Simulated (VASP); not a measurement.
# AlN (scan) (P6_3mc) in VASP: further runs, part 2 of 2

VASP 6.6.1. The steps go on from the part before.

### 3 Single point, r2SCAN

POSCAR

```
AlN
1.0
    3.1065679352      0.0000000000      0.0000000000
   -1.5532839676      2.6903667505      0.0000000000
    0.0000000000      0.0000000000      4.9780667183
Al N
2 2
Direct
    0.3333333333      0.6666666667     -0.0175783004
    0.6666666667      0.3333333333      0.4824216996
    0.3333333333      0.6666666667      0.3995783004
    0.6666666667      0.3333333333      0.8995783004
```

INCAR.step1

```
  PREC = Accurate
  ENCUT = 520
  ISMEAR = 0
  SIGMA = 0.01
  LREAL = False
  LASPH = True
  NELM = 60
  NBANDS = 16
  GGA = PE
  ALGO = Normal
  EDIFF = 1E-4
  LWAVE = True
  LCHARG = False
```

INCAR.step2

```
  PREC = Accurate
  ENCUT = 520
  EDIFF = 1E-6
  ISMEAR = 0
  SIGMA = 0.01
  LREAL = False
  LASPH = True
  NELM = 60
  ALGO = Normal
  ISIF = 2
  LWAVE = False
  LCHARG = False
  METAGGA = R2SCAN
  LMIXTAU = True
  NBANDS = 16
  ISTART = 1
```

KPOINTS

```
regular mesh
0
Gamma
  9 9 6
```

Potentials or basis: VASP PAW PBE potentials, release 64 (Al, N).

The run is started by

```sh
cat potpaw_PBE.64/Al/POTCAR potpaw_PBE.64/N/POTCAR > POTCAR
cp INCAR.step1 INCAR
mpirun -np 1 vasp_std > vasp.out
cp INCAR.step2 INCAR
mpirun -np 1 vasp_std > vasp.out
```

OUTCAR:

```text
PREC = Accurate
   ENCUT = 520
   EDIFF = 1E-6
   ISMEAR = 0
   LREAL = False
   LASPH = True
   NELM = 60
   ISIF = 2
   METAGGA = R2SCAN
   ISTART = 1

 ion  position               nearest neighbor table
   1  0.333  0.667  0.982-   4 1.84   4 1.84   4 1.84   3 2.08   2 3.07   2 3.07   2 3.07   2 3.07
                             2 3.07   2 3.07
   2  0.667  0.333  0.482-   3 1.84   3 1.84   3 1.84   4 2.08   1 3.07   1 3.07   1 3.07   1 3.07
                             1 3.07   1 3.07
   3  0.333  0.667  0.400-   2 1.84   2 1.84   2 1.84   1 2.08
   4  0.667  0.333  0.900-   1 1.84   1 1.84   1 1.84   2 2.08

  LATTYP: Found a hexagonal cell.
 ALAT       =     3.1065679352
 C/A-ratio  =     1.6024329170

  Lattice vectors:

 A1 = (   3.1065679352,   0.0000000000,   0.0000000000)
 A2 = (  -1.5532839676,   2.6903667505,   0.0000000000)
 A3 = (   0.0000000000,   0.0000000000,   4.9780667183)

Analysis of symmetry for initial positions (statically):
=====================================================================
 Subroutine PRICEL returns:
 Original cell was already a primitive cell.

 Routine SETGRP: Setting up the symmetry group for a
 hexagonal supercell.

 Subroutine GETGRP returns: Found 12 space group operations
 (whereof  6 operations were pure point group operations)
 out of a pool of 24 trial point group operations.

The static configuration has the point symmetry C_3v.
 The point group associated with its full space group is C_6v.

Analysis of symmetry for dynamics (positions and initial velocities):
=====================================================================
 Subroutine PRICEL returns:
 Original cell was already a primitive cell.

 Routine SETGRP: Setting up the symmetry group for a
 hexagonal supercell.

 Subroutine GETGRP returns: Found 12 space group operations
[... 122 lines left out ...]
   EFERMI =   0.00;   METHOD = LEGACY
   ISMEAR =     0;   SIGMA  =   0.01  broadening in eV -4-tet -1-fermi 0-gaus
   EFERMI_NEDOS =   21; number of points for ismear=-14 and -15
   IALGO  =     38    algorithm
   IMIX   =      4    mixing-type and parameters
     AMIX     =   0.40;   BMIX     =  1.00
     AMIX_MAG =   1.60;   BMIX_MAG =  1.00
  volume/ion in A,a.u.               =      10.40        70.19
  Fermi-wavevector in a.u.,A,eV,Ry     =   1.190503  2.249724 19.283500  1.417297
  Thomas-Fermi vector in A             =   2.326586
   LORBIT       =      0    0 simple, 1 ext, 2 COOP (PROOUT), +10 PAW based schemes
   METAGGA = R2SCAN    functional components
   LHFCALC =     F    Hartree Fock is set to
   AEXX    =    0.0000 exact exchange contribution
   IVDW    =     0    specifies the selected vdW correction
   LEPSILON=     F    determine dielectric tensor
   LRPA    =     F    only Hartree local field effects (RPA)
 non-spin polarized calculation
 Gauss-broadening in eV      SIGMA  =   0.01
  energy-cutoff  :      520.00
  volume of cell :       41.61
 maximum number of plane-waves:      1140
 NGX is ok and might be reduce to    24
   NGX = 11   NGY = 11   NGZ = 19

 number of electron      15.9999998 magnetization

 Free energy of the ion-electron system (eV)
  ---------------------------------------------------
  ext. energy  EPLUGINS =         0.00000000
  ---------------------------------------------------
  free energy    TOTEN  =       -38.16235848 eV

  energy without entropy =      -38.16235848  energy(sigma->0) =      -38.16235848

 E-fermi :   6.6191     XC(G=0): -11.4197

 val. band max:        6.4826086350   @ k =   0.0000   0.0000   0.0000
 cond. band min:      10.8061003629   @ k =   0.0000   0.0000   0.0000
 fundamental gap:      4.3234917279
 Fermi energy:         6.6191453375

 k-point     1 :       0.0000    0.0000    0.0000
  band No.  band energies     occupation
      1     -10.0789      2.00000
      2      -7.9798      2.00000
      3       0.0351      2.00000
      4       4.7759      2.00000
      5       4.7759      2.00000
      6       5.4400      2.00000
[... 433 lines left out ...]
      3       1.0246      2.00000
      4       1.6875      2.00000
      5       1.6875      2.00000
      6       2.9704      2.00000
[... 8 lines left out ...]
     15      19.3794      0.00000
     16      22.3366      0.00000

 [... further k-points ...]
[... 5 lines left out ...]
  --------------------------------------------------------------------------------------
  -------------------------------------------------------------------------------------
  Total        1.9577502      1.9577502     -2.5936468      0.0000000      0.0000000      0.0000000
  in kB       75.3901843     75.3901843    -99.8776615      0.0000000      0.0000000      0.0000000
  external PRESSURE =      16.9675690 kB  Pullay stress =       0.0000000 kB

 VOLUME and BASIS-vectors are now :
 -----------------------------------------------------------------------------
  energy-cutoff  :      520.00
  volume of cell :       41.61
      direct lattice vectors                 reciprocal lattice vectors
     3.106567935  0.000000000  0.000000000     0.321898642  0.185848268  0.000000000
    -1.553283968  2.690366750  0.000000000     0.000000000  0.371696535  0.000000000
     0.000000000  0.000000000  4.978066718     0.000000000  0.000000000  0.200881197

 POSITION                                       TOTAL-FORCE (eV/Angst)
 -----------------------------------------------------------------------------------
     -0.00000      1.79358      4.89056        -0.000000      0.000000      1.360832
      1.55328      0.89679      2.40153         0.000000     -0.000000      1.360832
     -0.00000      1.79358      1.98913         0.000000     -0.000000     -1.360832
      1.55328      0.89679      4.47816        -0.000000      0.000000     -1.360832
 -----------------------------------------------------------------------------------
    total drift:                               -0.000000      0.000000      0.018372

  FREE ENERGIE OF THE ION-ELECTRON SYSTEM (eV)
  ---------------------------------------------------
  free  energy   TOTEN  =       -38.1623584792 eV

  energy  without entropy=      -38.1623584792  energy(sigma->0) =      -38.16235848
```

OUTCAR.step1:

```text
PREC = Accurate
   ENCUT = 520
   ISMEAR = 0
   LREAL = False
   LASPH = True
[... 689 lines left out ...]
     -0.00000      1.79358      4.89056        -0.000000      0.000000      1.301777
      1.55328      0.89679      2.40153         0.000000      0.000000      1.301777
     -0.00000      1.79358      1.98913        -0.000000      0.000000     -1.301777
      1.55328      0.89679      4.47816        -0.000000      0.000000     -1.301777
 -----------------------------------------------------------------------------------
    total drift:                                0.000000      0.000000     -0.003334

  FREE ENERGIE OF THE ION-ELECTRON SYSTEM (eV)
  ---------------------------------------------------
  free  energy   TOTEN  =       -29.4868683371 eV

  energy  without entropy=      -29.4868683371  energy(sigma->0) =      -29.48686834
```

OSZICAR.step1:

```text
N       E                     dE             d eps       ncg     rms          rms(c)
DAV:   1     0.397241890637E+02    0.39724E+02   -0.73296E+03  1536   0.897E+02
DAV:   2    -0.309641983160E+02   -0.70688E+02   -0.65011E+02  2136   0.187E+02
DAV:   3    -0.343463787816E+02   -0.33822E+01   -0.33746E+01  1864   0.422E+01
DAV:   4    -0.343665053475E+02   -0.20127E-01   -0.20125E-01  1944   0.366E+00
DAV:   5    -0.343667717756E+02   -0.26643E-03   -0.26643E-03  1896   0.425E-01    0.124E+01
DAV:   6    -0.294801622849E+02    0.48866E+01   -0.10805E+01  1840   0.240E+01    0.423E+00
DAV:   7    -0.294995012913E+02   -0.19339E-01   -0.67834E-01  1712   0.584E+00    0.298E+00
DAV:   8    -0.294908872345E+02    0.86141E-02   -0.59557E-02  1656   0.225E+00    0.569E-01
DAV:   9    -0.294863103378E+02    0.45769E-02   -0.11403E-02  1952   0.793E-01    0.246E-01
DAV:  10    -0.294869425446E+02   -0.63221E-03   -0.21510E-03  1664   0.294E-01    0.126E-01
DAV:  11    -0.294868683371E+02    0.74207E-04   -0.19681E-04  1496   0.110E-01
   1 F= -.29486868E+02 E0= -.29486868E+02  d E =-.188978E-24
```

It took 44 s on 1 thread of Intel Xeon 6975P-C (Granite Rapids), shared host; peak memory 0.17 GiB.

What came out:

| Quantity | Value |
| --- | --- |
| Free energy | -38.1624 eV |
| Pressure | 1.7 GPa |
| Largest force | 1.361 eV/Å |
| Band gap on the k mesh | 4.32 eV, direct |

Forces on the atoms (eV/Å):
```
Al   0.000  0.000  1.361
Al   0.000  0.000  1.361
N    0.000  0.000 -1.361
N    0.000  0.000 -1.361
```

Stress tensor (GPa, compression positive):
```
 7.54  0.00  0.00
 0.00  7.54  0.00
 0.00  0.00 -9.99
```

Caveat: the PAW data sets were made with another functional, which shifts forces and pressure a little.

### 4 Single point, r2SCAN

POSCAR

```
AlN
1.0
    3.1065679352      0.0000000000      0.0000000000
   -1.5532839676      2.6903667505      0.0000000000
    0.0000000000      0.0000000000      4.9780667183
Al N
2 2
Direct
    0.3333333333      0.6666666667     -0.0264543789
    0.6666666667      0.3333333333      0.4735456211
    0.3333333333      0.6666666667      0.4084543789
    0.6666666667      0.3333333333      0.9084543789
```

INCAR.step1

```
ALGO = Normal
EDIFF = 1E-4
ENCUT = 520
GGA = PE
ISMEAR = 0
LASPH = True
LCHARG = False
LREAL = False
LWAVE = True
NBANDS = 16
NELM = 100
PREC = Accurate
SIGMA = 0.01
```

INCAR.step2

```
ALGO = Normal
EDIFF = 1E-7
ENCUT = 520
ISIF = 2
ISMEAR = 0
ISTART = 1
LASPH = True
LCHARG = True
LELF = True
LMIXTAU = True
LREAL = False
LVHAR = True
LWAVE = False
METAGGA = R2SCAN
NBANDS = 16
NELM = 100
PREC = Accurate
SIGMA = 0.01
```

KPOINTS

```
k-points
0
Gamma
  9 9 6
```

The run is started by

```sh
cat potpaw_PBE.64/Al/POTCAR potpaw_PBE.64/N/POTCAR > POTCAR
cp INCAR.step1 INCAR
mpirun -np 1 vasp_std > vasp.out
cp INCAR.step2 INCAR
mpirun -np 1 vasp_std > vasp.out
```

It took 53 s on 1 thread of Intel Xeon 6975P-C (Granite Rapids), shared host; peak memory 0.17 GiB.

Results (log left out):

```yaml
Free_energy: -37.9084 eV
Pressure: 3.8 GPa
Largest_force: 1.457 eV/Å
Band_gap_on_the_k_mesh: 4.02 eV, direct
```

Forces on the atoms (eV/Å):
```
Al   0.000  0.000  1.457
Al   0.000  0.000  1.457
N    0.000  0.000 -1.457
N    0.000  0.000 -1.457
```

Stress tensor (GPa, compression positive):
```
 11.35   0.00   0.00
  0.00  11.35   0.00
  0.00   0.00 -11.43
```

Levels at points of the mesh, in eV from the valence-band top:
```
           k point  band 5  band 6  band 7  band 8  band 9  band 10  band 11  band 12
(0.00, 0.00, 0.00)   -2.06   -1.40   -1.40    0.00    4.02     6.90    11.18    11.18
(0.00, 0.00, 0.50)   -1.74   -1.74   -1.74   -1.74    6.73     6.73    10.50    10.50
```

Caveat: the PAW data sets were made with another functional, which shifts forces and pressure a little.

### 5 Single point, r2SCAN

POSCAR

```
AlN
1.0
    3.1065679352      0.0000000000      0.0000000000
   -1.5532839676      2.6903667505      0.0000000000
    0.0000000000      0.0000000000      4.9780667183
Al N
2 2
Direct
    0.3333333333      0.6666666667     -0.0353304574
    0.6666666667      0.3333333333      0.4646695426
    0.3333333333      0.6666666667      0.4173304574
    0.6666666667      0.3333333333      0.9173304574
```

INCAR.step1

```
  PREC = Accurate
  ENCUT = 520
  ISMEAR = 0
  SIGMA = 0.01
  LREAL = False
  LASPH = True
  NELM = 80
  NBANDS = 16
  GGA = PE
  ALGO = Normal
  EDIFF = 1E-4
  LWAVE = True
  LCHARG = False
```

INCAR.step2

```
  PREC = Accurate
  ENCUT = 520
  EDIFF = 1E-6
  ISMEAR = 0
  SIGMA = 0.01
  LREAL = False
  LASPH = True
  NELM = 80
  ALGO = Normal
  ISIF = 2
  LWAVE = False
  LCHARG = False
  METAGGA = R2SCAN
  LMIXTAU = True
  NBANDS = 16
  ISTART = 1
```

KPOINTS

```
regular mesh
0
Gamma
  9 9 6
```

The run is started by

```sh
cat potpaw_PBE.64/Al/POTCAR potpaw_PBE.64/N/POTCAR > POTCAR
cp INCAR.step1 INCAR
mpirun -np 1 vasp_std > vasp.out
cp INCAR.step2 INCAR
mpirun -np 1 vasp_std > vasp.out
```

Wall time 44 s (1 thread of Intel Xeon 6975P-C (Granite Rapids), shared host); peak memory 0.17 GiB.

Results (log left out):

```yaml
Free_energy: -37.6631 eV
Pressure: 5.8 GPa
Largest_force: 1.279 eV/Å
Band_gap_on_the_k_mesh: 3.73 eV, direct
```

Forces in eV/Å, atoms in the order of the input:
```
Al   0.000  0.000  1.279
Al   0.000  0.000  1.279
N    0.000  0.000 -1.279
N    0.000  0.000 -1.279
```

Stress tensor (GPa, compression positive):
```
 14.64   0.00   0.00
  0.00  14.64   0.00
  0.00   0.00 -11.91
```

Levels at points of the mesh, in eV from the valence-band top:
| k point | band 5 | band 6 | band 7 | band 8 | band 9 | band 10 | band 11 | band 12 |
| --- | --- | --- | --- | --- | --- | --- | --- | --- |
| (0.00, 0.00, 0.00) | -2.36 | -1.70 | -1.70 | 0.00 | 3.73 | 6.73 | 10.96 | 10.96 |
| (0.00, 0.00, 0.50) | -2.04 | -2.04 | -2.04 | -2.04 | 6.57 | 6.57 | 10.28 | 10.28 |

Caveat: the PAW data sets were made with another functional, which shifts forces and pressure a little. r2SCAN opens gaps a little over a GGA but as a rule still falls short of measured ones.
